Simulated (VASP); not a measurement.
# PbO (P4/mmm) in VASP: notebook

PbO is run at these levels: PBE, r2SCAN; tasks: single point.

Program: VASP 6.6.1. These are calculated values, not measurements. Logs are shortened: lines on timing, memory, paths and dates and some standing lists are left out, and cuts for length are marked.

### 1 The cell of the first run

Symmetry: P4/mmm, No. 123, tetragonal system. The conventional cell has a = 3.237 Å, b = 3.237 Å, c = 3.163 Å, α = 90.00°, β = 90.00°, γ = 90.00°. Within 3.7 Å of Pb (site symmetry 4/mmm) lie 8 O at 2.78 Å and 6 Pb at 3.16 to 3.24 Å. Within 3.7 Å of O (site symmetry 4/mmm) lie 8 Pb at 2.78 Å and 6 O at 3.16 to 3.24 Å.

### 2 Single point, PBE (epitaxial xy strain +1.8%)

INCAR reads:

```
ALGO = Normal
EDIFF = 1E-6
ENCUT = 520
GGA = PE
ISIF = 2
ISMEAR = -1
LASPH = T
LCHARG = F
LREAL = F
LWAVE = F
NBANDS = 17
NELM = 80
PREC = Accurate
SIGMA = 0.02
```

KPOINTS reads:

```
k-points
0
Gamma
  8 8 8
```

POSCAR reads:

```
PbO
1.0
    3.2369182752      0.0000000000      0.0000000000
    0.0000000000      3.2369182752      0.0000000000
    0.0000000000      0.0000000000      3.1630617435
Pb O
1 1
Direct
    0.0000000000      0.0000000000      0.0000000000
    0.5000000000      0.5000000000      0.5000000000
```

Potentials or basis: VASP PAW PBE potentials, release 64 (Pb_d, O).

On the command line:

```sh
cat potpaw_PBE.64/Pb_d/POTCAR potpaw_PBE.64/O/POTCAR > POTCAR
mpirun -np 1 vasp_std > vasp.out
```

OUTCAR:

```text
EDIFF = 1E-6
   ENCUT = 520
   GGA = PE
   ISIF = 2
   ISMEAR = -1
   LASPH = T
   LREAL = F
   NELM = 80
   PREC = Accurate

 ion  position               nearest neighbor table
   1  0.000  0.000  0.000-   2 2.78   2 2.78   2 2.78   2 2.78   2 2.78   2 2.78   2 2.78   2 2.78

   2  0.500  0.500  0.500-   1 2.78   1 2.78   1 2.78   1 2.78   1 2.78   1 2.78   1 2.78   1 2.78

  LATTYP: Found a simple tetragonal cell.
 ALAT       =     3.2369182752
 C/A-ratio  =     0.9771830719

  Lattice vectors:

 A1 = (   3.2369182752,   0.0000000000,   0.0000000000)
 A2 = (   0.0000000000,   3.2369182752,   0.0000000000)
 A3 = (   0.0000000000,   0.0000000000,   3.1630617435)

Analysis of symmetry for initial positions (statically):
=====================================================================
 Subroutine PRICEL returns:
 Original cell was already a primitive cell.

 Routine SETGRP: Setting up the symmetry group for a
 simple tetragonal supercell.

 Subroutine GETGRP returns: Found 16 space group operations
 (whereof 16 operations were pure point group operations)
 out of a pool of 16 trial point group operations.

The static configuration has the point symmetry D_4h.

Analysis of symmetry for dynamics (positions and initial velocities):
=====================================================================
 Subroutine PRICEL returns:
 Original cell was already a primitive cell.

 Routine SETGRP: Setting up the symmetry group for a
 simple tetragonal supercell.

 Subroutine GETGRP returns: Found 16 space group operations
 (whereof 16 operations were pure point group operations)
 out of a pool of 16 trial point group operations.

The dynamic configuration has the point symmetry D_4h.

 Subroutine INISYM returns: Found 16 space group operations
 (whereof 16 operations are pure point group operations),
 and found     1 'primitive' translations

----------------------------------------------------------------------------------------

                                     Primitive cell

  volume of cell :      33.1414

  direct lattice vectors                    reciprocal lattice vectors
     3.236918275  0.000000000  0.000000000     0.308935819  0.000000000  0.000000000
     0.000000000  3.236918275  0.000000000     0.000000000  0.308935819  0.000000000
     0.000000000  0.000000000  3.163061744     0.000000000  0.000000000  0.316149377

  length of vectors
     3.236918275  3.236918275  3.163061744     0.308935819  0.308935819  0.316149377

  position of ions in fractional coordinates (direct lattice)
     0.000000000  0.000000000  0.000000000
     0.500000000  0.500000000  0.500000000

  ion indices of the primitive-cell ions
   primitive index   ion index
                 1           1
                 2           2

----------------------------------------------------------------------------------------

 KPOINTS: k-points

Automatic generation of k-mesh.
 Grid dimensions read from file:
 generate k-points for:    8    8    8

 Generating k-lattice:

  Cartesian coordinates                     Fractional coordinates (reciprocal lattice)
     0.038616977  0.000000000  0.000000000     0.125000000  0.000000000  0.000000000
     0.000000000  0.038616977  0.000000000     0.000000000  0.125000000  0.000000000
     0.000000000  0.000000000  0.039518672     0.000000000  0.000000000  0.125000000

  Length of vectors
     0.038616977  0.038616977  0.039518672

  Shift w.r.t. Gamma in fractional coordinates (k-lattice)
     0.000000000  0.000000000  0.000000000

 Subroutine IBZKPT returns following result:
 ===========================================

 Found     75 irreducible k-points:

 Following reciprocal coordinates:
            Coordinates               Weight
  0.000000  0.000000  0.000000      1.000000
  0.125000  0.000000  0.000000      4.000000
  0.250000  0.000000  0.000000      4.000000
  0.375000  0.000000  0.000000      4.000000
  0.500000  0.000000  0.000000      2.000000
  0.125000  0.125000  0.000000      4.000000
[... 16 lines left out ...]
  0.375000  0.125000  0.125000     16.000000
  0.500000  0.125000  0.125000      8.000000
 [... further k-points ...]
   k-points           NKPTS =     75   k-points in BZ     NKDIM =     75   number of bands    NBANDS=     17
   number of dos      NEDOS =    301   number of ions     NIONS =      2
   total plane-waves  NPLWV =  13824
   dimension x,y,z NGX =    24 NGY =   24 NGZ =   24
   dimension x,y,z NGXF=    48 NGYF=   48 NGZF=   48
   ions per type =               1   1
   NGX,Y,Z   is equivalent  to a cutoff of  12.33, 12.33, 12.61 a.u.
   NGXF,Y,Z  is equivalent  to a cutoff of  24.65, 24.65, 25.23 a.u.
 SYSTEM =  unknown system
   PREC   = accura    normal or accurate (medium, high low for compatibility)
   ISTART =      0    job   : 0-new  1-cont  2-samecut
   ICHARG =      2    charge: 1-file 2-atom 10-const
   ISPIN  =      1    spin polarized calculation?
   LNONCOLLINEAR =      F non collinear calculations
   LSORBIT =      F    spin-orbit coupling
   LASPH  =      T    aspherical Exc in radial PAW
   ENCUT  =  520.0 eV  38.22 Ry    6.18 a.u.   6.02  6.02  5.88*2*pi/ulx,y,z
   NELM   =     80;   NELMIN=  2; NELMDL= -5     # of ELM steps
   EDIFF  = 0.1E-05   stopping-criterion for ELM
   LREAL  =      F    real-space projection
   EDIFFG = 0.1E-04   stopping-criterion for IOM
   NSW    =      0    number of steps for IOM
   IBRION =     -1    ionic relax: 0-MD 1-quasi-New 2-CG
   NFREE  =      0    steps in history (QN), initial steepest desc. (CG)
   ISIF   =      2    stress and relaxation
   ISYM   =      2    0-nonsym 1-usesym 2-fastsym
   POTIM  = 0.5000    time-step for ionic-motion
   TEBEG  =    0.0;   TEEND  =   0.0 temperature during run
   PSTRESS=    0.0 pullay stress
   NELECT =      20.0000    total number of electrons
   NUPDOWN=      -1.0000    fix difference up-down
   EMIN   =  10.00;   EMAX   =-10.00  energy-range for DOS
   EFERMI =   0.00;   METHOD = LEGACY
   ISMEAR =    -1;   SIGMA  =   0.02  broadening in eV -4-tet -1-fermi 0-gaus
   EFERMI_NEDOS =   21; number of points for ismear=-14 and -15
   IALGO  =     38    algorithm
   IMIX   =      4    mixing-type and parameters
     AMIX     =   0.40;   BMIX     =  1.00
     AMIX_MAG =   1.60;   BMIX_MAG =  1.00
  volume/ion in A,a.u.               =      16.57       111.82
  Fermi-wavevector in a.u.,A,eV,Ry     =   1.383443  2.614327 26.040370  1.913913
  Thomas-Fermi vector in A             =   2.508040
   LORBIT       =      0    0 simple, 1 ext, 2 COOP (PROOUT), +10 PAW based schemes
   GGA     = PE    functional components
   LHFCALC =     F    Hartree Fock is set to
   AEXX    =    0.0000 exact exchange contribution
   IVDW    =     0    specifies the selected vdW correction
   LEPSILON=     F    determine dielectric tensor
   LRPA    =     F    only Hartree local field effects (RPA)
 non-spin polarized calculation
  energy-cutoff  :      520.00
  volume of cell :       33.14
 maximum number of plane-waves:       912
   NGX = 13   NGY = 13   NGZ = 11

 number of electron      20.0000001 magnetization

 Free energy of the ion-electron system (eV)
  ---------------------------------------------------
  ext. energy  EPLUGINS =         0.00000000
  ---------------------------------------------------
  free energy    TOTEN  =        -9.74733871 eV

  energy without entropy =       -9.74733763  energy(sigma->0) =       -9.74733817

 E-fermi :   6.9724     XC(G=0): -11.1562

 val. band max:        6.7982538855   @ k =   0.5000   0.0000   0.1250
 cond. band min:       7.1279745982   @ k =   0.0000   0.0000   0.5000
 fundamental gap:      0.3297207127
 Fermi energy:         6.9723784695

 k-point     1 :       0.0000    0.0000    0.0000
  band No.  band energies     occupation
      1     -10.2076      2.00000
      2     -10.0167      2.00000
      3      -9.9429      2.00000
      4      -9.3325      2.00000
      5      -9.3305      2.00000
      6      -9.3305      2.00000
[... 9 lines left out ...]
     16      23.7122      0.00000
     17      25.4168      0.00000

 k-point     2 :       0.1250    0.0000    0.0000
  band No.  band energies     occupation
      1     -10.1206      2.00000
      2     -10.0038      2.00000
      3      -9.8899      2.00000
      4      -9.3570      2.00000
      5      -9.3542      2.00000
      6      -9.3286      2.00000
[... 9 lines left out ...]
     16      24.1405      0.00000
     17      24.6424      0.00000

 k-point     3 :       0.2500    0.0000    0.0000
  band No.  band energies     occupation
      1      -9.9897      2.00000
      2      -9.9037      2.00000
      3      -9.7405      2.00000
      4      -9.4157      2.00000
      5      -9.4107      2.00000
      6      -9.3238      2.00000
[... 9 lines left out ...]
     16      22.2678      0.00000
     17      24.7834      0.00000

 k-point     4 :       0.3750    0.0000    0.0000
  band No.  band energies     occupation
      1      -9.9766      2.00000
      2      -9.6765      2.00000
      3      -9.5828      2.00000
      4      -9.4735      2.00000
      5      -9.4664      2.00000
      6      -9.3191      2.00000
[... 9 lines left out ...]
     16      21.8867      0.00000
     17      25.0151      0.00000

 k-point     5 :       0.5000    0.0000    0.0000
  band No.  band energies     occupation
      1      -9.9716      2.00000
      2      -9.5654      2.00000
      3      -9.5286      2.00000
      4      -9.4971      2.00000
      5      -9.4892      2.00000
      6      -9.3171      2.00000
[... 9 lines left out ...]
     16      23.3135      0.00000
     17      23.7749      0.00000

 k-point     6 :       0.1250    0.1250    0.0000
  band No.  band energies     occupation
      1     -10.0631      2.00000
      2      -9.9792      2.00000
      3      -9.8473      2.00000
      4      -9.3553      2.00000
      5      -9.3542      2.00000
      6      -9.3495      2.00000
[... 9 lines left out ...]
     16      23.2612      0.00000
     17      24.8706      0.00000

 k-point     7 :       0.2500    0.1250    0.0000
  band No.  band energies     occupation
      1      -9.9673      2.00000
      2      -9.9336      2.00000
      3      -9.7146      2.00000
      4      -9.4077      2.00000
      5      -9.3460      2.00000
      6      -9.3124      2.00000
[... 9 lines left out ...]
     16      22.1003      0.00000
     17      24.0962      0.00000

 k-point     8 :       0.3750    0.1250    0.0000
  band No.  band energies     occupation
      1      -9.9418      2.00000
      2      -9.8762      2.00000
      3      -9.5807      2.00000
      4      -9.4624      2.00000
      5      -9.3405      2.00000
      6      -9.1944      2.00000
[... 9 lines left out ...]
     16      22.5550      0.00000
     17      23.7371      0.00000
[... 203 lines left out ...]
      1      -9.9151      2.00000
      2      -9.8702      2.00000
      3      -9.5901      2.00000
      4      -9.4685      2.00000
      5      -9.3466      2.00000
      6      -9.1962      2.00000
[... 9 lines left out ...]
     16      22.9638      0.00000
     17      23.8604      0.00000

 k-point    20 :       0.5000    0.0000    0.1250
  band No.  band energies     occupation
      1      -9.9106      2.00000
      2      -9.8566      2.00000
      3      -9.5334      2.00000
      4      -9.4917      2.00000
      5      -9.3443      2.00000
      6      -9.1265      2.00000
[... 9 lines left out ...]
     16      22.8829      0.00000
     17      24.2236      0.00000

 k-point    21 :       0.1250    0.1250    0.1250
  band No.  band energies     occupation
      1     -10.0191      2.00000
      2      -9.9048      2.00000
      3      -9.8422      2.00000
      4      -9.3810      2.00000
      5      -9.3781      2.00000
      6      -9.3102      2.00000
[... 9 lines left out ...]
     16      23.3426      0.00000
     17      23.3567      0.00000

 k-point    22 :       0.2500    0.1250    0.1250
  band No.  band energies     occupation
      1      -9.9638      2.00000
      2      -9.8835      2.00000
      3      -9.7031      2.00000
      4      -9.4398      2.00000
      5      -9.3801      2.00000
      6      -9.2045      2.00000
[... 9 lines left out ...]
     16      22.5375      0.00000
     17      22.9161      0.00000

 k-point    23 :       0.3750    0.1250    0.1250
  band No.  band energies     occupation
      1      -9.9439      2.00000
      2      -9.8713      2.00000
      3      -9.5607      2.00000
      4      -9.5000      2.00000
      5      -9.3712      2.00000
      6      -9.0502      2.00000
[... 9 lines left out ...]
     16      22.2013      0.00000
     17      23.4537      0.00000

 k-point    24 :       0.5000    0.1250    0.1250
  band No.  band energies     occupation
      1      -9.9437      2.00000
      2      -9.8666      2.00000
      3      -9.5248      2.00000
      4      -9.5019      2.00000
      5      -9.3670      2.00000
      6      -8.9734      2.00000
[... 9 lines left out ...]
     16      22.0188      0.00000
     17      24.5796      0.00000

 [... further k-points ...]
[... 5 lines left out ...]
  --------------------------------------------------------------------------------------
  -------------------------------------------------------------------------------------
  Total       -0.2654607     -0.2654607      0.6178413      0.0000000      0.0000000      0.0000000
  in kB      -12.8333392    -12.8333392     29.8687050      0.0000000      0.0000000      0.0000000
  external PRESSURE =       1.4006755 kB  Pullay stress =       0.0000000 kB

 VOLUME and BASIS-vectors are now :
 -----------------------------------------------------------------------------
  energy-cutoff  :      520.00
  volume of cell :       33.14
      direct lattice vectors                 reciprocal lattice vectors
     3.236918275  0.000000000  0.000000000     0.308935819  0.000000000  0.000000000
     0.000000000  3.236918275  0.000000000     0.000000000  0.308935819  0.000000000
     0.000000000  0.000000000  3.163061744     0.000000000  0.000000000  0.316149377

 POSITION                                       TOTAL-FORCE (eV/Angst)
 -----------------------------------------------------------------------------------
      0.00000      0.00000      0.00000         0.000000      0.000000      0.000000
      1.61846      1.61846      1.58153         0.000000      0.000000      0.000000
 -----------------------------------------------------------------------------------
    total drift:                                0.000000      0.000000     -0.000000

  FREE ENERGIE OF THE ION-ELECTRON SYSTEM (eV)
  ---------------------------------------------------
  free  energy   TOTEN  =        -9.7473387101 eV

  energy  without entropy=       -9.7473376322  energy(sigma->0) =       -9.74733817
```

Wall time 35 s (1 thread of Intel Xeon 8259CL, shared host); peak memory 0.17 GiB.

What came out:

```yaml
Free_energy: -9.7473 eV
Pressure: 0.1 GPa
Band_gap_on_the_k_mesh: 0.33 eV, indirect (least direct gap 0.64 eV)
```

Caveat: the cell differs from its parent crystal (epitaxial xy strain +1.8%); spin-orbit coupling is left out, which moves the levels of the heavy elements.

### 3 Single point, r2SCAN (epitaxial xy strain +1.8%)

POSCAR is that of step 2.

INCAR.step1 reads:

```
SYSTEM = PbO
  PREC = Accurate
  ENCUT = 520
  ISMEAR = -1
  SIGMA = 0.02
  LREAL = .False.
  LASPH = .True.
  NELM = 60
  NBANDS = 17
  GGA = PE
  ALGO = Normal
  EDIFF = 1E-4
  LWAVE = .True.
  LCHARG = .False.
```

INCAR.step2 reads:

```
SYSTEM = PbO
  PREC = Accurate
  ENCUT = 520
  EDIFF = 1E-7
  ISMEAR = -1
  SIGMA = 0.02
  LREAL = .False.
  LASPH = .True.
  NELM = 60
  ALGO = Normal
  ISIF = 2
  LWAVE = .False.
  LCHARG = .False.
  METAGGA = R2SCAN
  LMIXTAU = .True.
  NBANDS = 17
  ISTART = 1
```

KPOINTS reads:

```
regular mesh
0
Gamma
  8 8 8
  0 0 0
```

Potentials or basis: VASP PAW PBE potentials, release 64 (Pb_d, O).

On the command line:

```sh
cat potpaw_PBE.64/Pb_d/POTCAR potpaw_PBE.64/O/POTCAR > POTCAR
cp INCAR.step1 INCAR
mpirun -np 1 vasp_std > vasp.out
cp INCAR.step2 INCAR
mpirun -np 1 vasp_std > vasp.out
```

Run time: 1.9 min. Hardware: 1 thread of Intel Xeon 8259CL, shared host; peak memory 0.17 GiB.

It converged, with:

| Item | Value |
| --- | --- |
| Free energy | -63.6488 eV |
| Pressure | -2.9 GPa |
| Band gap on the k mesh | 0.31 eV, indirect (least direct gap 0.34 eV) |

Stress tensor (GPa, compression positive):
```
-4.37  0.00  0.00
 0.00 -4.37  0.00
 0.00  0.00  0.11
```

Levels at points of the mesh, in eV from the valence-band top:
```csv
k point,band 7,band 8,band 9,band 10,band 11,band 12,band 13,band 14
"(0.00, 0.00, 0.00)",-8.51,-1.80,-1.80,-1.56,8.81,8.81,9.25,10.20
"(0.50, 0.00, 0.00)",-9.22,-1.00,-0.85,0.00,0.34,7.85,8.55,11.96
"(0.50, 0.50, 0.00)",-6.24,-4.45,-4.45,-0.84,4.38,4.38,10.69,11.24
"(0.00, 0.00, 0.50)",-8.94,-0.97,-0.97,-0.26,0.31,8.12,8.12,11.76
"(0.50, 0.00, 0.50)",-5.93,-4.42,-4.34,-0.97,4.04,4.38,10.38,10.79
"(0.50, 0.50, 0.50)",-3.56,-2.20,-2.16,-2.16,0.87,1.23,1.23,13.96
```

Caveat: the cell differs from its parent crystal (epitaxial xy strain +1.8%); the PAW data sets were made with another functional, which shifts forces and pressure a little; spin-orbit coupling is left out, which moves the levels of the heavy elements. A k mesh can miss the band edges.
